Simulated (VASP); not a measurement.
# Cd3HgSe4 (P-43m) in VASP: relaxation of cell and atoms with PBE

Aim: the relaxation of cell and atoms of Cd3HgSe4 with PBE.

All numbers are computed with VASP 6.6.1; they aren't measurements. Logs are shortened: lines on timing, memory, paths and dates and some standing lists are left out, and cuts for length are marked.

**1. The cell of the first run**

Symmetry: P-43m, No. 215, cubic system. The conventional cell has a = 6.212 Å, b = 6.212 Å, c = 6.212 Å, α = 90.00°, β = 90.00°, γ = 90.00°. Cd (site symmetry -42m) has 4 Se at 2.68 Å within 3.5 Å. Within 3.6 Å of Hg (site symmetry -43m) lie 4 Se at 2.71 Å. Within 3.5 Å of Se (site symmetry 3m) lie 3 Cd at 2.68 Å and 1 Hg at 2.71 Å.

**2. Relaxation of cell and atoms, PBE**

File INCAR:

```
PREC = Accurate
ENCUT = 600
EDIFF = 1E-7
ISMEAR = 0
SIGMA = 0.01
LREAL = False
LASPH = True
NELM = 100
ALGO = Normal
ISIF = 3
LWAVE = False
LCHARG = False
GGA = PE
IBRION = 2
NSW = 80
EDIFFG = -0.001
```

File KPOINTS:

```
Automatic mesh
0
Gamma
  6 6 6
```

File POSCAR:

```
Cd3HgSe4
1.0
    6.2119693897      0.0000000000      0.0000000000
    0.0000000000      6.2119693897      0.0000000000
    0.0000000000      0.0000000000      6.2119693897
Cd Hg Se
3 1 4
Direct
    0.5000000000      0.0000000000      0.0000000000
    0.0000000000      0.0000000000      0.5000000000
    0.0000000000      0.5000000000      0.0000000000
    0.5000000000      0.5000000000      0.5000000000
    0.7518097135      0.2481902865      0.7518097135
    0.7518097135      0.7518097135      0.2481902865
    0.2481902865      0.2481902865      0.2481902865
    0.2481902865      0.7518097135      0.7518097135
```

Potentials or basis: VASP PAW PBE potentials, release 64 (Cd, Hg, Se).

Started as:

```bash
> cat potpaw_PBE.64/Cd/POTCAR potpaw_PBE.64/Hg/POTCAR potpaw_PBE.64/Se/POTCAR > POTCAR
> mpirun -np 1 vasp_std > vasp.out
```

OUTCAR:

```text
PREC = Accurate
   ENCUT = 600
   EDIFF = 1E-7
   ISMEAR = 0
   LREAL = False
   LASPH = True
   NELM = 100
   ISIF = 3
   GGA = PE
   IBRION = 2
   NSW = 80
   EDIFFG = -0.001

 ion  position               nearest neighbor table
   1  0.500  0.000  0.000-   5 2.68   6 2.68   7 2.68   8 2.68
   2  0.000  0.000  0.500-   5 2.68   6 2.68   7 2.68   8 2.68
   3  0.000  0.500  0.000-   5 2.68   6 2.68   7 2.68   8 2.68
   4  0.500  0.500  0.500-   5 2.71   6 2.71   7 2.71   8 2.71
   5  0.752  0.248  0.752-   1 2.68   3 2.68   2 2.68   4 2.71
   6  0.752  0.752  0.248-   1 2.68   3 2.68   2 2.68   4 2.71
   7  0.248  0.248  0.248-   1 2.68   3 2.68   2 2.68   4 2.71
   8  0.248  0.752  0.752-   1 2.68   3 2.68   2 2.68   4 2.71

  LATTYP: Found a simple cubic cell.
 ALAT       =     6.2119693897

  Lattice vectors:

 A1 = (   6.2119693897,   0.0000000000,   0.0000000000)
 A2 = (   0.0000000000,   6.2119693897,   0.0000000000)
 A3 = (   0.0000000000,   0.0000000000,   6.2119693897)

Analysis of symmetry for initial positions (statically):
=====================================================================
 Subroutine PRICEL returns:
 Original cell was already a primitive cell.

 Routine SETGRP: Setting up the symmetry group for a
 simple cubic supercell.

 Subroutine GETGRP returns: Found 24 space group operations
 (whereof 24 operations were pure point group operations)
 out of a pool of 48 trial point group operations.

The static configuration has the point symmetry T_d .

Analysis of symmetry for dynamics (positions and initial velocities):
=====================================================================
 Subroutine PRICEL returns:
 Original cell was already a primitive cell.

 Routine SETGRP: Setting up the symmetry group for a
 simple cubic supercell.

 Subroutine GETGRP returns: Found 24 space group operations
 (whereof 24 operations were pure point group operations)
 out of a pool of 48 trial point group operations.

The dynamic configuration has the point symmetry T_d .

 Subroutine INISYM returns: Found 24 space group operations
 (whereof 24 operations are pure point group operations),
 and found     1 'primitive' translations

----------------------------------------------------------------------------------------

                                     Primitive cell

  volume of cell :     239.7110

  direct lattice vectors                    reciprocal lattice vectors
     6.211969390  0.000000000  0.000000000     0.160979544  0.000000000  0.000000000
     0.000000000  6.211969390  0.000000000     0.000000000  0.160979544  0.000000000
     0.000000000  0.000000000  6.211969390     0.000000000  0.000000000  0.160979544

  length of vectors
     6.211969390  6.211969390  6.211969390     0.160979544  0.160979544  0.160979544

  position of ions in fractional coordinates (direct lattice)
     0.500000000  0.000000000  0.000000000
     0.000000000  0.000000000  0.500000000
     0.000000000  0.500000000  0.000000000
     0.500000000  0.500000000  0.500000000
     0.751809714  0.248190286  0.751809714
     0.751809714  0.751809714  0.248190286
     0.248190286  0.248190286  0.248190286
     0.248190286  0.751809714  0.751809714

  ion indices of the primitive-cell ions
   primitive index   ion index
                 1           1
                 2           2
                 3           3
                 4           4
                 5           5
                 6           6
                 7           7
                 8           8

----------------------------------------------------------------------------------------

 KPOINTS: Automatic mesh

Automatic generation of k-mesh.
 Grid dimensions read from file:
 generate k-points for:    6    6    6

 Generating k-lattice:

  Cartesian coordinates                     Fractional coordinates (reciprocal lattice)
     0.026829924  0.000000000  0.000000000     0.166666667  0.000000000  0.000000000
     0.000000000  0.026829924  0.000000000     0.000000000  0.166666667  0.000000000
     0.000000000  0.000000000  0.026829924     0.000000000  0.000000000  0.166666667

  Length of vectors
     0.026829924  0.026829924  0.026829924

  Shift w.r.t. Gamma in fractional coordinates (k-lattice)
     0.000000000  0.000000000  0.000000000

 Subroutine IBZKPT returns following result:
 ===========================================

 Found     20 irreducible k-points:

 Following reciprocal coordinates:
            Coordinates               Weight
  0.000000  0.000000  0.000000      1.000000
  0.166667  0.000000  0.000000      6.000000
  0.333333  0.000000  0.000000      6.000000
  0.500000  0.000000  0.000000      3.000000
  0.166667  0.166667  0.000000     12.000000
  0.333333  0.166667  0.000000     24.000000
[... 12 lines left out ...]
  0.500000  0.500000  0.333333      6.000000
  0.500000  0.500000  0.500000      1.000000
   k-points           NKPTS =     20   k-points in BZ     NKDIM =     20   number of bands    NBANDS=     43
   number of dos      NEDOS =    301   number of ions     NIONS =      8
   total plane-waves  NPLWV = 125000
   dimension x,y,z NGX =    50 NGY =   50 NGZ =   50
   dimension x,y,z NGXF=   100 NGYF=  100 NGZF=  100
   ions per type =               3   1   4
   NGX,Y,Z   is equivalent  to a cutoff of  13.38, 13.38, 13.38 a.u.
   NGXF,Y,Z  is equivalent  to a cutoff of  26.76, 26.76, 26.76 a.u.
 SYSTEM =  unknown system
   PREC   = accura    normal or accurate (medium, high low for compatibility)
   ISTART =      0    job   : 0-new  1-cont  2-samecut
   ICHARG =      2    charge: 1-file 2-atom 10-const
   ISPIN  =      1    spin polarized calculation?
   LNONCOLLINEAR =      F non collinear calculations
   LSORBIT =      F    spin-orbit coupling
   LASPH  =      T    aspherical Exc in radial PAW
   ENCUT  =  600.0 eV  44.10 Ry    6.64 a.u.  12.41 12.41 12.41*2*pi/ulx,y,z
   NELM   =    100;   NELMIN=  2; NELMDL= -5     # of ELM steps
   EDIFF  = 0.1E-06   stopping-criterion for ELM
   LREAL  =      F    real-space projection
   EDIFFG = -.1E-02   stopping-criterion for IOM
   NSW    =     80    number of steps for IOM
   IBRION =      2    ionic relax: 0-MD 1-quasi-New 2-CG
   NFREE  =      1    steps in history (QN), initial steepest desc. (CG)
   ISIF   =      3    stress and relaxation
   ISYM   =      2    0-nonsym 1-usesym 2-fastsym
   POTIM  = 0.5000    time-step for ionic-motion
   TEBEG  =    0.0;   TEEND  =   0.0 temperature during run
   PSTRESS=    0.0 pullay stress
   NELECT =      72.0000    total number of electrons
   NUPDOWN=      -1.0000    fix difference up-down
   EMIN   =  10.00;   EMAX   =-10.00  energy-range for DOS
   EFERMI =   0.00;   METHOD = LEGACY
   ISMEAR =     0;   SIGMA  =   0.01  broadening in eV -4-tet -1-fermi 0-gaus
   EFERMI_NEDOS =   21; number of points for ismear=-14 and -15
   IALGO  =     38    algorithm
   IMIX   =      4    mixing-type and parameters
     AMIX     =   0.40;   BMIX     =  1.00
     AMIX_MAG =   1.60;   BMIX_MAG =  1.00
  volume/ion in A,a.u.               =      29.96       202.21
  Fermi-wavevector in a.u.,A,eV,Ry     =   1.096368  2.071835 16.354513  1.202023
  Thomas-Fermi vector in A             =   2.232709
   LORBIT       =      0    0 simple, 1 ext, 2 COOP (PROOUT), +10 PAW based schemes
   GGA     = PE    functional components
   LHFCALC =     F    Hartree Fock is set to
   AEXX    =    0.0000 exact exchange contribution
   IVDW    =     0    specifies the selected vdW correction
   LEPSILON=     F    determine dielectric tensor
   LRPA    =     F    only Hartree local field effects (RPA)
 conjugate gradient relaxation of ions
 non-spin polarized calculation
 Gauss-broadening in eV      SIGMA  =   0.01
  energy-cutoff  :      600.00
  volume of cell :      239.71
 maximum number of plane-waves:      8045
 NGX is ok and might be reduce to    50
   NGX = 25   NGY = 25   NGZ = 25

--------------------------------------- Ionic step        1  -------------------------------------------

 number of electron      72.0000029 magnetization

 Free energy of the ion-electron system (eV)
  ---------------------------------------------------
  ext. energy  EPLUGINS =         0.00000000
  ---------------------------------------------------
  free energy    TOTEN  =       -20.56350447 eV

  energy without entropy =      -20.56350447  energy(sigma->0) =      -20.56350447

------------------------ aborting loop because EDIFF is reached ----------------------------------------

  FORCE on cell =-STRESS in cart. coord.  units (eV):
  Direction    XX          YY          ZZ          XY          YZ          ZX
  --------------------------------------------------------------------------------------
  -------------------------------------------------------------------------------------
  Total        0.3165436      0.3165436      0.3165436      0.0000000      0.0000000     -0.0000000
  in kB        2.1157101      2.1157101      2.1157101      0.0000000      0.0000000     -0.0000000
  external PRESSURE =       2.1157101 kB  Pullay stress =       0.0000000 kB
[... 153 lines left out ...]
  energy  without entropy=      -20.5642338803  energy(sigma->0) =      -20.56423388

--------------------------------------- Ionic step        5  -------------------------------------------

 number of electron      72.0000030 magnetization

 Free energy of the ion-electron system (eV)
  ---------------------------------------------------
  ext. energy  EPLUGINS =         0.00000000
  ---------------------------------------------------
  free energy    TOTEN  =       -20.56423409 eV

  energy without entropy =      -20.56423409  energy(sigma->0) =      -20.56423409

 E-fermi :   0.6400     XC(G=0):  -8.6182

 val. band max:        0.5959883626   @ k =   0.0000   0.0000   0.0000
 cond. band min:       0.6811619496   @ k =   0.0000   0.0000   0.0000
 fundamental gap:      0.0851735870
 Fermi energy:         0.6400113947

 k-point     1 :       0.0000    0.0000    0.0000
  band No.  band energies     occupation
      1     -11.8302      2.00000
      2     -11.3837      2.00000
      3     -11.3837      2.00000
      4     -11.3837      2.00000
      5      -7.1995      2.00000
      6      -7.1995      2.00000
[... 944 lines left out ...]
  FREE ENERGIE OF THE ION-ELECTRON SYSTEM (eV)
  ---------------------------------------------------
  free  energy   TOTEN  =       -20.5642340905 eV

  energy  without entropy=      -20.5642340905  energy(sigma->0) =      -20.56423409

 reached required accuracy - stopping structural energy minimisation
```

It took 7.6 min on 1 thread of AMD EPYC 9R45 (Zen 5), shared host; peak memory 0.49 GiB.

Results:

```yaml
Free_energy: -20.5642 eV
Relaxed_volume: 30.10 Å³/atom
Relaxed_cell: a = 6.222 Å, b = 6.222 Å, c = 6.222 Å, α = 90.00°, β = 90.00°, γ = 90.00°
Space_group_after_relaxing_to_0.1_Å: P-43m (No. 215)
Energy_gained_by_relaxing: 0.1 meV/atom
Ionic_steps: 5
Pressure_after_relaxing: 0.0 GPa
Band_gap_on_the_k_mesh: 0.09 eV
```

The path:
```
step  energy change (eV)  largest force (eV/Å)  pressure (GPa)  volume (Å³)
   1              0.0000                0.0018            0.21       239.71
   2             -0.0007                0.0010           -0.04       241.09
   3             -0.0007                0.0011            0.00       240.84
   4             -0.0007                0.0011            0.00       240.82
   5             -0.0007                0.0007            0.00       240.82
```

Final structure:
```
Cd Hg Se
1.0
     6.22150    0.00000    0.00000
     0.00000    6.22150    0.00000
     0.00000    0.00000    6.22150
Cd Hg Se
3 1 4
Cartesian
  3.1108 0.0000 6.2215
  6.2215 0.0000 3.1108
  6.2215 3.1108 6.2215
  3.1108 3.1108 3.1108
  4.6773 1.5442 4.6773
  4.6773 4.6773 1.5442
  1.5442 1.5442 1.5442
  1.5442 4.6773 4.6773
```

Caveat: spin-orbit coupling is left out, which moves the levels of the heavy elements.
